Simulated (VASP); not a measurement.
A run of VASP 6.6.1 is set up as follows.

The input INCAR:

```
ALGO = Normal
EDIFF = 1E-6
ENCUT = 520
GGA = PE
ISIF = 2
ISMEAR = 0
LASPH = T
LCHARG = F
LREAL = F
LWAVE = F
NBANDS = 26
NELM = 80
PREC = Accurate
SIGMA = 0.1
```

File KPOINTS:

```
k-points
0
Gamma
  4 4 6
```

The input POSCAR:

```
ZnTe3O
1.0
    3.1969074370     -5.5093422647      0.0000000000
    3.1969074370      5.5093422647      0.0000000000
    0.0000000000      0.0000000000      3.5315892229
Zn Te O
1 3 1
Direct
    0.0000000000      0.0000000000      0.0000000000
    0.0000000000      0.5000000000      0.5000000000
    0.5000000000      0.0000000000      0.5000000000
    0.5000000000      0.5000000000      0.5000000000
    0.0000000000      0.0000000000      0.5000000000
```

Potentials or basis: VASP PAW PBE potentials, release 64 (Zn, Te, O).

The run is started by

```sh
$ cat potpaw_PBE.64/Zn/POTCAR potpaw_PBE.64/Te/POTCAR potpaw_PBE.64/O/POTCAR > POTCAR
$ mpirun -np 1 vasp_std > vasp.out
```

Question: Predict the pressure.

Answer: 0.1 GPa.

Question: Predict the band gap on the k mesh.

Answer: Zero (bands 18 and 19 overlap by 2.57 eV).

Stress tensor (GPa, compression positive):
```
-0.30  0.00  0.00
 0.00 -0.22  0.00
 0.00  0.00  0.91
```

Caveat: spin-orbit coupling is left out, which moves the levels of the heavy elements.
